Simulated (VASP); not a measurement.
# KZrF4 (Cmmm) in VASP: further runs, part 2 of 2

VASP 6.6.1. The steps go on from the part before.

### Step 4. Single point, PBE

Input file INCAR:

```
SYSTEM = KZrF4
PREC = Accurate
ENCUT = 520
EDIFF = 1E-6
ISMEAR = 0
SIGMA = 0.1
LREAL = .False.
LASPH = .True.
NELM = 80
ALGO = Normal
ISIF = 2
LWAVE = .False.
LCHARG = .False.
GGA = PE
NBANDS = 34
```

Input file KPOINTS:

```
Automatic mesh
0
Gamma
  4 4 6
  0 0 0
```

Input file POSCAR:

```
KZrF4
1.0
    3.9595975513     -3.9975538196      0.0000000000
    3.9595975513      3.9975538196      0.0000000000
    0.0000000000      0.0000000000      3.6748755152
K Zr F
1 1 4
Direct
    0.5000000000      0.5000000000      0.5000000000
    0.0000000000      0.0000000000      0.0000000000
    0.7452161711      0.7452161711      0.0000000000
    0.2547838289      0.2547838289      0.0000000000
    0.1523095863      0.8476904137      0.5000000000
    0.8476904137      0.1523095863      0.5000000000
```

The run is started by

```console
$ cat potpaw_PBE.64/K_sv/POTCAR potpaw_PBE.64/Zr_sv/POTCAR potpaw_PBE.64/F/POTCAR > POTCAR
$ mpirun -np 1 vasp_std > vasp.out
```

Run time: 2 min. Hardware: 1 thread of Oxide Virtual Turin-like, shared host; peak memory 0.24 GiB.

It converged, with:

```
Free energy            : -35.7382 eV
Pressure               : -0.2 GPa
Largest force          : 0.067 eV/Å
Band gap on the k mesh : zero (an odd number of electrons rules out a gap without spin polarisation)
```

Forces on the atoms (eV/Å):
```
K    0.000  0.000  0.000
Zr   0.000  0.000  0.000
F   -0.067  0.000  0.000
F    0.067  0.000  0.000
F    0.000 -0.028  0.000
F    0.000  0.028  0.000
```

Stress tensor (GPa, compression positive):
```
-0.08  0.00  0.00
 0.00 -0.37  0.00
 0.00  0.00 -0.23
```

Levels at points of the mesh, in eV from the Fermi level:
| k point | band 23 | band 24 | band 25 | band 26 | band 27 | band 28 |
| --- | --- | --- | --- | --- | --- | --- |
| (0.00, 0.00, 0.00) | -6.61 | -6.51 | -0.41 | 0.88 | 1.10 | 1.34 |
| (0.50, 0.00, 0.00) | -6.73 | -6.53 | -0.03 | 0.91 | 1.06 | 1.98 |
| (0.50, 0.50, 0.00) | -6.60 | -6.57 | 0.03 | 0.89 | 1.04 | 2.49 |
| (0.00, 0.00, 0.50) | -6.77 | -6.55 | -0.17 | 0.65 | 1.12 | 1.94 |
| (0.50, 0.00, 0.50) | -6.80 | -6.63 | -0.09 | 0.60 | 1.09 | 1.81 |
| (0.50, 0.50, 0.50) | -6.83 | -6.51 | 0.04 | 0.59 | 1.11 | 1.79 |

Caveat: an odd number of electrons without spin polarisation forces a metal; a magnetic or distorted state may lie lower.

### Step 5. Relaxation of cell and atoms, PBE

Input file INCAR:

```
SYSTEM = KZrF4
PREC     = Accurate       ! precision mode
ENCUT    = 600            ! plane-wave cutoff, eV
EDIFF    = 1E-7           ! SCF threshold, eV
ISMEAR   = 0              ! smearing method
SIGMA    = 0.1            ! smearing width, eV
LREAL    = .False.        ! projectors in reciprocal space
LASPH    = .True.         ! aspherical terms in the spheres
NELM     = 80             ! most SCF steps
ALGO     = Fast           ! electronic algorithm
ISIF     = 3              ! what is computed and relaxed
LWAVE    = .False.        ! write WAVECAR
LCHARG   = .False.        ! write CHGCAR
GGA      = PE             ! functional
IBRION   = 2              ! ionic algorithm
NSW      = 90             ! ionic steps
EDIFFG   = -0.04          ! ionic threshold
```

Input file KPOINTS:

```
regular mesh
0
Gamma
  4 4 6
  0 0 0
```

POSCAR is that of step 4.

The run is started by

```console
$ cat potpaw_PBE.64/K_sv/POTCAR potpaw_PBE.64/Zr_sv/POTCAR potpaw_PBE.64/F/POTCAR > POTCAR
$ mpirun -np 1 vasp_std > vasp.out
```

It took 56 min on 1 thread of Oxide Virtual Turin-like, shared host; peak memory 0.3 GiB.

It converged, with:

```yaml
Free_energy: -35.7497 eV
Relaxed_volume: 19.03 Å³/atom
Relaxed_cell: a = 5.576 Å, b = 5.576 Å, c = 3.672 Å, α = 90.00°, β = 90.00°, γ = 90.22°
Space_group_after_relaxing_to_0.1_Å: Cmmm (No. 65)
Energy_gained_by_relaxing: 0.8 meV/atom
Ionic_steps: 10
Pressure_after_relaxing: 0.0 GPa
Largest_force_after_relaxing: 0.004 eV/Å
Band_gap_on_the_k_mesh: zero (an odd number of electrons rules out a gap without spin polarisation)
```

Forces in eV/Å, atoms in the order of the input:
```
K    0.000  0.000  0.000
Zr   0.000  0.000  0.000
F    0.003  0.000  0.000
F   -0.003  0.000  0.000
F    0.000  0.004  0.000
F    0.000 -0.004  0.000
```

The path:
```csv
step,energy change (eV),largest force (eV/Å),pressure (GPa),volume (Å³)
1,0.0000,0.0586,-0.33,116.34
2,-0.0024,0.0581,-0.09,115.66
3,-0.0025,0.0613,-0.06,115.59
4,-0.0027,0.0678,-0.01,115.44
5,-0.0028,0.0810,0.09,115.15
6,-0.0039,0.0508,0.00,114.88
7,-0.0045,0.0463,-0.11,114.55
8,-0.0045,0.0577,-0.14,114.47
9,-0.0046,0.0471,0.11,113.91
10,-0.0048,0.0041,-0.01,114.18
```

Final structure:
```cif
data_structure
_symmetry_space_group_name_H-M 'P 1'
_symmetry_Int_Tables_number 1
_cell_length_a 5.5761
_cell_length_b 5.5761
_cell_length_c 3.6721
_cell_angle_alpha 90.000
_cell_angle_beta 90.000
_cell_angle_gamma 90.225
_cell_volume 114.18
loop_
_atom_site_label
_atom_site_type_symbol
_atom_site_fract_x
_atom_site_fract_y
_atom_site_fract_z
_atom_site_occupancy
K1 K 0.50000 0.50000 0.50000 1
Zr1 Zr 0.00000 0.00000 0.00000 1
F1 F 0.74347 0.74347 0.00000 1
F2 F 0.25653 0.25653 0.00000 1
F3 F 0.15423 0.84577 0.50000 1
F4 F 0.84577 0.15423 0.50000 1
```

Levels at points of the mesh, in eV from the Fermi level:
```tsv
k point	band 22	band 23	band 24	band 25	band 26	band 27	band 28	band 29
(0.00, 0.00, 0.00)	-6.74	-6.62	-6.52	-0.40	0.86	1.09	1.38	3.54
(0.50, 0.00, 0.00)	-6.86	-6.77	-6.55	-0.03	0.90	1.05	2.08	2.51
(0.50, 0.50, 0.00)	-6.74	-6.62	-6.59	0.03	0.88	1.03	2.54	3.02
(0.00, 0.00, 0.50)	-6.85	-6.77	-6.56	-0.17	0.65	1.11	1.94	3.76
(0.50, 0.00, 0.50)	-6.89	-6.81	-6.65	-0.09	0.59	1.08	1.81	4.14
(0.50, 0.50, 0.50)	-6.86	-6.85	-6.52	0.04	0.58	1.10	1.79	3.41
```

Caveat: an odd number of electrons without spin polarisation forces a metal; a magnetic or distorted state may lie lower.

### Step 6. Relaxation of cell and atoms, PBE

This run uses another cell than the first one, of 21.06 Å³/atom.

Input file INCAR:

```
SYSTEM = KZrF4
PREC = Accurate ; ENCUT = 600
EDIFF = 1E-6 ; ISMEAR = 0
SIGMA = 0.1 ; LREAL = .FALSE.
LASPH = .TRUE. ; NELM = 80
ALGO = Fast ; ISIF = 3
LWAVE = .FALSE. ; LCHARG = .FALSE.
GGA = PE ; IBRION = 2
NSW = 90 ; EDIFFG = -0.04
```

Input file KPOINTS:

```
Automatic mesh
0
G
  4 4 4
  0 0 0
```

Input file POSCAR:

```
KZrF4
1.0
    4.0960857700     -4.0960857700      0.0000000000
    4.0960857700      4.0960857700      0.0000000000
    0.0000000000      0.0000000000      3.7652810300
K Zr F
1 1 4
Direct
    0.5000000000      0.5000000000      0.5000000000
    0.0000000000      0.0000000000      0.0000000000
    0.6950000000      0.3050000000      0.0000000000
    0.3050000000      0.6950000000      0.0000000000
    0.8050000000      0.8050000000      0.5000000000
    0.1950000000      0.1950000000      0.5000000000
```

Potentials or basis: VASP PAW PBE potentials, release 64 (K_sv, Zr_sv, F).

The run is started by

```console
$ cat potpaw_PBE.64/K_sv/POTCAR potpaw_PBE.64/Zr_sv/POTCAR potpaw_PBE.64/F/POTCAR > POTCAR
$ mpirun -np 1 vasp_std > vasp.out
```

OUTCAR:

```text
SYSTEM = KZrF4
   PREC = Accurate
   ENCUT = 600
   EDIFF = 1E-6
   ISMEAR = 0
   LREAL = .FALSE.
   LASPH = .TRUE.
   NELM = 80
   ISIF = 3
   GGA = PE
   IBRION = 2
   NSW = 90
   EDIFFG = -0.04

 ion  position               nearest neighbor table
   1  0.500  0.500  0.500-   3 2.47   4 2.47   3 2.47   4 2.47   5 2.50   6 2.50
   2  0.000  0.000  0.000-   5 2.47   6 2.47   5 2.47   6 2.47   3 2.50   4 2.50
   3  0.695  0.305  0.000-   1 2.47   1 2.47   2 2.50
   4  0.305  0.695  0.000-   1 2.47   1 2.47   2 2.50
   5  0.805  0.805  0.500-   2 2.47   2 2.47   1 2.50
   6  0.195  0.195  0.500-   2 2.47   2 2.47   1 2.50

  LATTYP: Found a simple tetragonal cell.
 ALAT       =     5.7927400486
 C/A-ratio  =     0.6499999997

  Lattice vectors:

 A1 = (   4.0960857700,  -4.0960857700,   0.0000000000)
 A2 = (   4.0960857700,   4.0960857700,   0.0000000000)
 A3 = (   0.0000000000,   0.0000000000,   3.7652810300)

Analysis of symmetry for initial positions (statically):
=====================================================================
 Subroutine PRICEL returns:
 Original cell was already a primitive cell.

 Routine SETGRP: Setting up the symmetry group for a
 simple tetragonal supercell.

 Subroutine GETGRP returns: Found  8 space group operations
 (whereof  8 operations were pure point group operations)
 out of a pool of 16 trial point group operations.

The static configuration has the point symmetry D_2h.

Analysis of symmetry for dynamics (positions and initial velocities):
=====================================================================
 Subroutine PRICEL returns:
 Original cell was already a primitive cell.

 Routine SETGRP: Setting up the symmetry group for a
 simple tetragonal supercell.

 Subroutine GETGRP returns: Found  8 space group operations
 (whereof  8 operations were pure point group operations)
 out of a pool of 16 trial point group operations.

The dynamic configuration has the point symmetry D_2h.

 Subroutine INISYM returns: Found  8 space group operations
 (whereof  8 operations are pure point group operations),
 and found     1 'primitive' translations

----------------------------------------------------------------------------------------

                                     Primitive cell

  volume of cell :     126.3472

  direct lattice vectors                    reciprocal lattice vectors
     4.096085770 -4.096085770  0.000000000     0.122067756 -0.122067756  0.000000000
     4.096085770  4.096085770  0.000000000     0.122067756  0.122067756  0.000000000
     0.000000000  0.000000000  3.765281030     0.000000000  0.000000000  0.265584426

  length of vectors
     5.792740049  5.792740049  3.765281030     0.172629877  0.172629877  0.265584426

  position of ions in fractional coordinates (direct lattice)
     0.500000000  0.500000000  0.500000000
     0.000000000  0.000000000  0.000000000
     0.695000000  0.305000000  0.000000000
     0.305000000  0.695000000  0.000000000
     0.805000000  0.805000000  0.500000000
     0.195000000  0.195000000  0.500000000

  ion indices of the primitive-cell ions
   primitive index   ion index
                 1           1
                 2           2
                 3           3
                 4           4
[... 66 lines left out ...]
   LSORBIT =      F    spin-orbit coupling
   LASPH  =      T    aspherical Exc in radial PAW
   ENCUT  =  600.0 eV  44.10 Ry    6.64 a.u.  11.57 11.57  7.52*2*pi/ulx,y,z
   NELM   =     80;   NELMIN=  2; NELMDL= -5     # of ELM steps
   EDIFF  = 0.1E-05   stopping-criterion for ELM
   LREAL  =      F    real-space projection
   EDIFFG = -.4E-01   stopping-criterion for IOM
   NSW    =     90    number of steps for IOM
   IBRION =      2    ionic relax: 0-MD 1-quasi-New 2-CG
   NFREE  =      1    steps in history (QN), initial steepest desc. (CG)
   ISIF   =      3    stress and relaxation
   ISYM   =      2    0-nonsym 1-usesym 2-fastsym
   POTIM  = 0.5000    time-step for ionic-motion
   TEBEG  =    0.0;   TEEND  =   0.0 temperature during run
   PSTRESS=    0.0 pullay stress
   NELECT =      49.0000    total number of electrons
   NUPDOWN=      -1.0000    fix difference up-down
   EMIN   =  10.00;   EMAX   =-10.00  energy-range for DOS
   EFERMI =   0.00;   METHOD = LEGACY
   ISMEAR =     0;   SIGMA  =   0.10  broadening in eV -4-tet -1-fermi 0-gaus
   EFERMI_NEDOS =   21; number of points for ismear=-14 and -15
   IALGO  =     68    algorithm
   IMIX   =      4    mixing-type and parameters
     AMIX     =   0.40;   BMIX     =  1.00
     AMIX_MAG =   1.60;   BMIX_MAG =  1.00
  volume/ion in A,a.u.               =      21.06       142.11
  Fermi-wavevector in a.u.,A,eV,Ry     =   1.193855  2.256059 19.392255  1.425291
  Thomas-Fermi vector in A             =   2.329860
   LORBIT       =      0    0 simple, 1 ext, 2 COOP (PROOUT), +10 PAW based schemes
   GGA     = PE    functional components
   LHFCALC =     F    Hartree Fock is set to
   AEXX    =    0.0000 exact exchange contribution
   IVDW    =     0    specifies the selected vdW correction
   LEPSILON=     F    determine dielectric tensor
   LRPA    =     F    only Hartree local field effects (RPA)
 conjugate gradient relaxation of ions
 non-spin polarized calculation
 RMM-DIIS sequential band-by-band and
 Gauss-broadening in eV      SIGMA  =   0.10
  energy-cutoff  :      600.00
  volume of cell :      126.35
 maximum number of plane-waves:      4251
 NGX is ok and might be reduce to    48
   NGX = 23   NGY = 23   NGZ = 15

--------------------------------------- Ionic step        1  -------------------------------------------

 number of electron      49.0000014 magnetization

 Free energy of the ion-electron system (eV)
  ---------------------------------------------------
  ext. energy  EPLUGINS =         0.00000000
  ---------------------------------------------------
  free energy    TOTEN  =       -32.61270453 eV

  energy without entropy =      -32.57058784  energy(sigma->0) =      -32.59164619

------------------------ aborting loop EDIFF was not reached (unconverged)  ----------------------------

  FORCE on cell =-STRESS in cart. coord.  units (eV):
  Direction    XX          YY          ZZ          XY          YZ          ZX
  --------------------------------------------------------------------------------------
  -------------------------------------------------------------------------------------
  Total       -4.2749928    -11.7660534     -8.1617919      0.0000000      0.0000000      0.0000000
  in kB      -54.2101352   -149.2024382   -103.4976825      0.0000000      0.0000000      0.0000000
  external PRESSURE =    -102.3034186 kB  Pullay stress =       0.0000000 kB
[... 27 lines left out ...]
--------------------------------------- Ionic step        2  -------------------------------------------

 number of electron      49.0000037 magnetization

------------------------ aborting loop EDIFF was not reached (unconverged)  ----------------------------

  FORCE on cell =-STRESS in cart. coord.  units (eV):
  Direction    XX          YY          ZZ          XY          YZ          ZX
  --------------------------------------------------------------------------------------
  -------------------------------------------------------------------------------------
  Total        0.1227879     -1.0665914      0.8500195      0.0000000      0.0000000      0.0000000
  in kB        1.9060368    -16.5567005     13.1948547      0.0000000      0.0000000      0.0000000
  external PRESSURE =      -0.4852697 kB  Pullay stress =       0.0000000 kB
[... 61 lines left out ...]
  FREE ENERGIE OF THE ION-ELECTRON SYSTEM (eV)
  ---------------------------------------------------
  free  energy   TOTEN  =       -35.2056313965 eV

  energy  without entropy=      -35.1818980915  energy(sigma->0) =      -35.19376474

[... ionic steps 4 to 17 ...]

--------------------------------------- Ionic step       18  -------------------------------------------

 number of electron      48.9999979 magnetization

------------------------ aborting loop because EDIFF is reached ----------------------------------------
[... 75 lines left out ...]
--------------------------------------- Ionic step       20  -------------------------------------------

 number of electron      48.9999978 magnetization

 Free energy of the ion-electron system (eV)
  ---------------------------------------------------
  ext. energy  EPLUGINS =         0.00000000
  ---------------------------------------------------
  free energy    TOTEN  =       -35.78158419 eV

  energy without entropy =      -35.75220094  energy(sigma->0) =      -35.76689256

 E-fermi :   3.5383     XC(G=0):  -8.1730

 val. band max:        3.5118910871   @ k =   0.5000   0.0000   0.0000
 cond. band min:       3.5451396045   @ k =   0.5000   0.2500   0.0000
 fundamental gap:      0.0332485174
 Fermi energy:         3.5383118536

 k-point     1 :       0.0000    0.0000    0.0000
  band No.  band energies     occupation
      1     -47.9113      2.00000
      2     -28.0278      2.00000
      3     -26.7805      2.00000
      4     -26.0500      2.00000
      5     -25.8749      2.00000
      6     -22.7908      2.00000
[... 694 lines left out ...]
  FREE ENERGIE OF THE ION-ELECTRON SYSTEM (eV)
  ---------------------------------------------------
  free  energy   TOTEN  =       -35.7815841862 eV

  energy  without entropy=      -35.7522009394  energy(sigma->0) =      -35.76689256

 reached required accuracy - stopping structural energy minimisation
```

It took 74 min on 1 thread of Oxide Virtual Turin-like, shared host; peak memory 0.29 GiB.

Results:

| Property | Result |
| --- | --- |
| Free energy | -35.7816 eV |
| Relaxed volume | 19.02 Å³/atom |
| Relaxed cell | a = 5.574 Å, b = 5.574 Å, c = 3.672 Å, α = 90.00°, β = 90.00°, γ = 90.20° |
| Space group after relaxing (to 0.1 Å) | Cmmm (No. 65) |
| Energy gained by relaxing | 528.1 meV/atom |
| Ionic steps | 20 |
| Pressure after relaxing | 0.0 GPa |
| Largest force after relaxing | 0.040 eV/Å |
| Band gap on the k mesh | zero (an odd number of electrons rules out a gap without spin polarisation) |

Forces on the atoms (eV/Å):
```
K    0.000  0.000  0.000
Zr   0.000  0.000  0.000
F    0.000  0.040  0.000
F    0.000 -0.040  0.000
F   -0.003  0.000  0.000
F    0.003  0.000  0.000
```

The path:
```csv
step,energy change (eV),largest force (eV/Å),pressure (GPa),volume (Å³)
1,0.0000,3.3208,-10.23,126.35
2,-2.5059,2.3813,-0.05,103.21
3,-2.5929,1.3450,5.72,98.29
4,-2.6012,1.5987,4.41,99.26
5,-2.9086,0.4176,3.96,103.51
6,-2.9264,0.8513,4.16,104.91
7,-3.1111,0.4485,-0.56,111.99
8,-3.1153,0.4651,-1.32,113.45
9,-3.1431,0.2948,-0.65,113.42
10,-3.1544,0.0856,0.16,113.37
11,-3.1594,0.0969,0.30,113.63
12,-3.1603,0.1973,0.39,113.78
13,-3.1638,0.1342,0.02,114.37
14,-3.1649,0.0932,-0.29,114.89
15,-3.1663,0.0545,-0.20,114.67
16,-3.1670,0.0225,-0.07,114.39
17,-3.1677,0.0627,0.07,114.20
18,-3.1679,0.0954,0.17,114.04
19,-3.1684,0.0725,0.11,114.06
20,-3.1689,0.0396,0.02,114.09
```

Final structure:
```xyz
6
Lattice="3.9349 -3.9484 0.0000 3.9349 3.9484 0.0000 0.0000 0.0000 3.6718" Properties=species:S:1:pos:R:3 pbc="T T T"
K     3.9349    0.0000    1.8359
Zr    0.0000    0.0000    0.0000
F     3.9349   -1.9309    0.0000
F     3.9349    1.9309    0.0000
F     6.6560    0.0000    1.8359
F     1.2137    0.0000    1.8359
```

Caveat: the k points lie up to 0.43 Å⁻¹ apart in the final cell, too coarse for converged energies and pressures of a metal; an odd number of electrons without spin polarisation forces a metal; a magnetic or distorted state may lie lower.

### Step 7. Overview

```tsv
task	cell	k mesh	cutoff (eV)	gap on the mesh (eV)	pressure (GPa)	relaxed volume (Å³/atom)	largest force (eV/Å)
single point	a = 5.627, b = 5.627, c = 3.675 Å, angles 90.0, 90.0, 89.5°, 6 atoms, atomic positions A	4 × 4 × 4	520	none	-0.3	-	0.07
single point	a = 5.793, b = 5.793, c = 3.765 Å, 6 atoms, atomic positions B	4 × 4 × 4	520	none	-10.2	-	3.31
single point	a = 5.627, b = 5.627, c = 3.675 Å, angles 90.0, 90.0, 90.5°, 6 atoms, atomic positions C	4 × 4 × 6	520	none	-0.2	-	0.07
relaxation of cell and atoms	relaxed from a = 5.627, b = 5.627, c = 3.675 Å, angles 90.0, 90.0, 90.5°, 6 atoms, atomic positions C	4 × 4 × 6	600	none	0.0	19.03	-
relaxation of cell and atoms	relaxed from a = 5.793, b = 5.793, c = 3.765 Å, 6 atoms, atomic positions B	4 × 4 × 4	600	none	0.0	19.02	0.04
```

Alike in all rows: level PBE; potentials or basis VASP PAW PBE potentials, release 64 (K_sv, Zr_sv, F); no spin polarisation; smearing gaussian 0.1 eV.

Caveats: some runs use coarse meshes; an odd number of electrons without spin polarisation forces a metal; a magnetic or distorted state may lie lower.

Total energies depend on the potentials used, so only differences within one code and one set of settings carry meaning.

The gap in the log of VASP goes by the Fermi energy; the results here count the filled bands.